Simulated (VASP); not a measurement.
# Al3BN2 (I4mm) in VASP: relaxation of cell and atoms with PBE

Aim: the relaxation of cell and atoms of Al3BN2 with PBE.

Everything below comes from runs of VASP 6.6.1. Logs are shortened: lines on timing, memory, paths and dates and some standing lists are left out, and cuts for length are marked.

## 1. The cell of the first run

It takes space group I4mm (No. 107, tetragonal). Conventional cell: a = 4.602 Å, b = 4.602 Å, c = 6.765 Å, α = 90.00°, β = 90.00°, γ = 90.00°. Al (site symmetry 2mm) has 2 N at 1.54 to 1.84 Å within 2.1 Å. Al (site symmetry 4mm) has 1 B at 2.17 Å and 4 Al at 2.41 Å and 4 N at 2.44 Å within 2.9 Å. B (site symmetry 4mm) has 5 Al at 2.17 to 2.35 Å and 4 N at 2.67 Å within 2.9 Å. N (site symmetry 2mm) has 2 Al at 1.54 to 1.84 Å within 2.1 Å.

The cell was built from a structure type or drawn by symmetry, and may not be a known phase.

## 2. Relaxation of cell and atoms, PBE

File INCAR:

```
SYSTEM = Al3BN2
PREC = Accurate
ENCUT = 600
EDIFF = 1E-7
ISMEAR = 0
SIGMA = 0.15
LREAL = .False.
LASPH = .True.
NELM = 120
ALGO = Normal
ISIF = 3
LWAVE = .False.
LCHARG = .False.
GGA = PE
IBRION = 2
NSW = 36
EDIFFG = -0.08
GGA_COMPAT = .False.
NELMIN = 4
```

File KPOINTS:

```
Automatic mesh
0
Gamma
  4 4 4
  0 0 0
```

File POSCAR:

```
Al3BN2
1.0
   -2.3008426000      2.3008426000      3.3823932000
    2.3008426000     -2.3008426000      3.3823932000
    2.3008426000      2.3008426000     -3.3823932000
Al B N
3 1 2
Direct
    0.7668140800      0.2668140800      0.5000000000
    0.2668140800      0.7668140800      0.5000000000
    0.6592228800      0.6592228800      0.0000000000
    0.3377114600      0.3377114600      0.0000000000
    0.0384920300      0.5384920300      0.5000000000
    0.5384920300      0.0384920300      0.5000000000
```

Potentials or basis: VASP PAW PBE potentials, release 64 (Al, B, N).

The run is started by

```bash
> cat potpaw_PBE.64/Al/POTCAR potpaw_PBE.64/B/POTCAR potpaw_PBE.64/N/POTCAR > POTCAR
> mpirun -np 1 vasp_std > vasp.out
```

OUTCAR:

```text
SYSTEM = Al3BN2
   PREC = Accurate
   ENCUT = 600
   EDIFF = 1E-7
   ISMEAR = 0
   LREAL = .False.
   LASPH = .True.
   NELM = 120
   ISIF = 3
   GGA = PE
   IBRION = 2
   NSW = 36
   EDIFFG = -0.08
   NELMIN = 4

 ion  position               nearest neighbor table
   1  0.767  0.267  0.500-   6 1.54   5 1.84   4 2.35   4 2.35   3 2.41   3 2.41   2 3.25   2 3.25
                             2 3.25   2 3.25
   2  0.267  0.767  0.500-   5 1.54   6 1.84   4 2.35   4 2.35   3 2.41   3 2.41   1 3.25   1 3.25
                             1 3.25   1 3.25
   3  0.659  0.659  0.000-   4 2.17   1 2.41   2 2.41   1 2.41   2 2.41   5 2.44   6 2.44   6 2.44
                             5 2.44
   4  0.338  0.338  0.000-   3 2.17   2 2.35   1 2.35   2 2.35   1 2.35
   5  0.038  0.538  0.500-   2 1.54   1 1.84   3 2.44   3 2.44
   6  0.538  0.038  0.500-   1 1.54   2 1.84   3 2.44   3 2.44

  LATTYP: Found a body centered tetragonal cell.
 ALAT       =     4.6016852000
 C/A-ratio  =     1.4700671832

  Lattice vectors:

 A1 = (  -2.3008426000,   2.3008426000,   3.3823932000)
 A2 = (   2.3008426000,  -2.3008426000,   3.3823932000)
 A3 = (   2.3008426000,   2.3008426000,  -3.3823932000)

Analysis of symmetry for initial positions (statically):
=====================================================================
 Subroutine PRICEL returns:
 Original cell was already a primitive cell.

 Routine SETGRP: Setting up the symmetry group for a
 body centered tetragonal supercell.

 Subroutine GETGRP returns: Found  8 space group operations
 (whereof  8 operations were pure point group operations)
 out of a pool of 16 trial point group operations.

The static configuration has the point symmetry C_4v.

Analysis of symmetry for dynamics (positions and initial velocities):
=====================================================================
 Subroutine PRICEL returns:
 Original cell was already a primitive cell.

 Routine SETGRP: Setting up the symmetry group for a
 body centered tetragonal supercell.

 Subroutine GETGRP returns: Found  8 space group operations
 (whereof  8 operations were pure point group operations)
 out of a pool of 16 trial point group operations.

The dynamic configuration has the point symmetry C_4v.

 Subroutine INISYM returns: Found  8 space group operations
 (whereof  8 operations are pure point group operations),
 and found     1 'primitive' translations

----------------------------------------------------------------------------------------

                                     Primitive cell

  volume of cell :      71.6239

  direct lattice vectors                    reciprocal lattice vectors
    -2.300842600  2.300842600  3.382393200     0.000000000  0.217311693  0.147824327
     2.300842600 -2.300842600  3.382393200     0.217311693  0.000000000  0.147824327
[... 122 lines left out ...]

 number of electron      21.9999999 magnetization

 Free energy of the ion-electron system (eV)
  ---------------------------------------------------
  ext. energy  EPLUGINS =         0.00000000
  ---------------------------------------------------
  free energy    TOTEN  =       -27.34042981 eV

  energy without entropy =      -27.29798112  energy(sigma->0) =      -27.31920547

------------------------ aborting loop because EDIFF is reached ----------------------------------------

  FORCE on cell =-STRESS in cart. coord.  units (eV):
  Direction    XX          YY          ZZ          XY          YZ          ZX
  --------------------------------------------------------------------------------------
  -------------------------------------------------------------------------------------
  Total        6.2690188      6.2690188     32.0941862      0.0000000      0.0000000      0.0000000
  in kB      140.2336545    140.2336545    717.9249513      0.0000000      0.0000000      0.0000000
  external PRESSURE =     332.7974201 kB  Pullay stress =       0.0000000 kB
[... 101 lines left out ...]
  FREE ENERGIE OF THE ION-ELECTRON SYSTEM (eV)
  ---------------------------------------------------
  free  energy   TOTEN  =       -27.1943940410 eV

  energy  without entropy=      -27.1416857710  energy(sigma->0) =      -27.16803991

 E-fermi :   4.9662     XC(G=0):  -9.9795

 val. band max:        4.9311692292   @ k =   0.5000   0.5000   0.2500
 cond. band min:       5.0410660186   @ k =   0.5000   0.5000   0.0000
 fundamental gap:      0.1098967894
 Fermi energy:         4.9661577665

 k-point     1 :       0.0000    0.0000    0.0000
  band No.  band energies     occupation
      1      -9.7845      2.00000
      2      -8.2299      2.00000
      3      -1.7030      2.00000
      4      -0.3256      2.00000
      5       0.2027      2.00000
      6       1.1508      2.00000
      7       1.1508      2.00000
      8       2.6854      2.00000
      9       2.6854      2.00000
     10       3.2449      2.00000
     11       3.7187      2.00000
     12       3.8225      2.00000
     13       3.8225      2.00000
     14       9.5022      0.00000
[... 203 lines left out ...]
      2      -8.5859      2.00000
      3      -4.0695      2.00000
      4      -0.1612      2.00000
      5      -0.1612      2.00000
      6       0.2647      2.00000
      7       1.3823      2.00000
      8       3.7281      2.00000
      9       3.9180      2.00000
     10       3.9180      2.00000
     11       5.4252      0.00002
     12       5.8396      0.00000
     13       5.8396      0.00000
     14       8.2724      0.00000
     15       8.4091      0.00000

[... ionic steps 4 to 24 ...]

--------------------------------------- Ionic step       25  -------------------------------------------

 number of electron      22.0000000 magnetization

------------------------ aborting loop because EDIFF is reached ----------------------------------------
[... 75 lines left out ...]
--------------------------------------- Ionic step       27  -------------------------------------------

 number of electron      22.0000000 magnetization

 Free energy of the ion-electron system (eV)
  ---------------------------------------------------
  ext. energy  EPLUGINS =         0.00000000
  ---------------------------------------------------
  free energy    TOTEN  =       -32.92626091 eV

  energy without entropy =      -32.86472399  energy(sigma->0) =      -32.89549245

 E-fermi :   7.0974     XC(G=0): -10.8160

 val. band max:        7.0921861791   @ k =   0.5000   0.5000   0.2500
 cond. band min:       7.1610359492   @ k =   0.2500   0.2500   0.2500
 fundamental gap:      0.0688497701
 Fermi energy:         7.0974029878

 k-point     1 :       0.0000    0.0000    0.0000
  band No.  band energies     occupation
      1      -8.7631      2.00000
      2      -6.2053      2.00000
      3      -0.6487      2.00000
      4       1.1663      2.00000
      5       2.2175      2.00000
      6       2.2175      2.00000
      7       2.4350      2.00000
      8       3.9710      2.00000
      9       3.9710      2.00000
     10       6.2418      2.00000
     11       6.2418      2.00000
     12       6.2561      2.00000
     13       7.6190      0.00000
     14      10.9953      0.00000
[... 248 lines left out ...]
  FREE ENERGIE OF THE ION-ELECTRON SYSTEM (eV)
  ---------------------------------------------------
  free  energy   TOTEN  =       -32.9262609115 eV

  energy  without entropy=      -32.8647239877  energy(sigma->0) =      -32.89549245

 reached required accuracy - stopping structural energy minimisation
```

CONTCAR:

```text
Al3BN2
   1.00000000000000
    -2.0750922069464366    2.0750922069464366    3.9128868651344186
     2.0750922069464366   -2.0750922069464366    3.9128868651344186
     2.0750922069464366    2.0750922069464366   -3.9128868651344186
  Al              B               N
     3     1     2
Direct
     0.8201331652231539    0.3201331652231542    0.5000000000000000
     0.3201331652231542    0.8201331652231539    0.5000000000000000
     0.5634414533222424    0.5634414533222424    0.0000000000000000
     0.2676924571038138    0.2676924571038138    0.0000000000000000
     0.0680731595638227    0.5680731595638228    0.5000000000000000
     0.5680731595638228    0.0680731595638227    0.5000000000000000

  0.00000000E+00  0.00000000E+00  0.00000000E+00
  0.00000000E+00  0.00000000E+00  0.00000000E+00
  0.00000000E+00  0.00000000E+00  0.00000000E+00
  0.00000000E+00  0.00000000E+00  0.00000000E+00
  0.00000000E+00  0.00000000E+00  0.00000000E+00
  0.00000000E+00  0.00000000E+00  0.00000000E+00
```

It took 4 min on 1 thread of Intel Xeon 6975P-C (Granite Rapids), shared host; peak memory 0.25 GiB.

Results:

```
Free energy                           : -32.9263 eV
Relaxed volume                        : 11.23 Å³/atom
Relaxed cell                          : a = 4.891 Å, b = 4.891 Å, c = 4.891 Å, α = 129.79°, β = 129.79°, γ = 73.74°
Space group after relaxing (to 0.1 Å) : I4mm (No. 107)
Pressure after relaxing               : -0.1 GPa
Largest force after relaxing          : 0.076 eV/Å
Band gap on the k mesh                : zero (bands 11 and 12 overlap by 0.95 eV)
```

Forces on the atoms (eV/Å):
```
Al   0.000  0.000 -0.058
Al   0.000  0.000 -0.058
Al   0.000  0.000 -0.010
B    0.000  0.000  0.076
N    0.000  0.000  0.025
N    0.000  0.000  0.025
```

Final structure:
```yaml
crystal:
  lattice:
    - [-2.07509, 2.07509, 3.91289]
    - [2.07509, -2.07509, 3.91289]
    - [2.07509, 2.07509, -3.91289]
  atoms:
    - { symbol: Al, position: [0.82013, 0.32013, 0.50000] }
    - { symbol: Al, position: [0.32013, 0.82013, 0.50000] }
    - { symbol: Al, position: [0.56344, 0.56344, 0.00000] }
    - { symbol: B, position: [0.26769, 0.26769, 0.00000] }
    - { symbol: N, position: [0.06807, 0.56807, 0.50000] }
    - { symbol: N, position: [0.56807, 0.06807, 0.50000] }
```

Caveat: the k points lie up to 0.43 Å⁻¹ apart in the final cell, too coarse for converged energies and pressures of a metal; the relaxation stopped at a loose force limit of 0.08 eV/Å, so its end isn't a converged minimum.
